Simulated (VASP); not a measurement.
Here is a VASP 6.6.1 calculation.

The input INCAR:

```
SYSTEM = ZrC
PREC = Accurate
ENCUT = 520
EDIFF = 1E-6
ISMEAR = 0
SIGMA = 0.1
LREAL = .FALSE.
LASPH = .TRUE.
NELM = 80
ALGO = Normal
ISIF = 2
LWAVE = .FALSE.
LCHARG = .FALSE.
GGA = PS
NBANDS = 15
```

The input KPOINTS:

```
Automatic mesh
0
G
  14 14 14
  0 0 0
```

Contents of POSCAR:

```
ZrC
1.0
    0.0000000000      2.3502100000      2.3502100000
    2.3502100000      0.0000000000      2.3502100000
    2.3502100000      2.3502100000      0.0000000000
Zr C
1 1
Direct
    0.4824526319      0.4806570477      0.5809076636
    0.0000000000      0.0000000000      0.0000000000
```

Potentials or basis: VASP PAW PBE potentials, release 64 (Zr_sv, C).

Run with:

```bash
$ cat potpaw_PBE.64/Zr_sv/POTCAR potpaw_PBE.64/C/POTCAR > POTCAR
$ mpirun -np 1 vasp_std > vasp.out
```

Q: What does it give for the pressure?

A: -0.3 GPa.

Q: Predict the largest force.

A: 1.410 eV/Å.

Q: Predict the band gap on the k mesh.

A: 0.04 eV (least direct gap 0.46 eV).

Stress tensor (GPa, compression positive):
```
 0.84 -1.78  1.12
-1.78  1.19  1.15
 1.12  1.15 -3.04
```

Caveat: the cell differs from its parent crystal (one atom moved); the smearing spreads over this small gap; the PAW data sets were made with another functional, which shifts forces and pressure a little. A k mesh can miss the band edges.
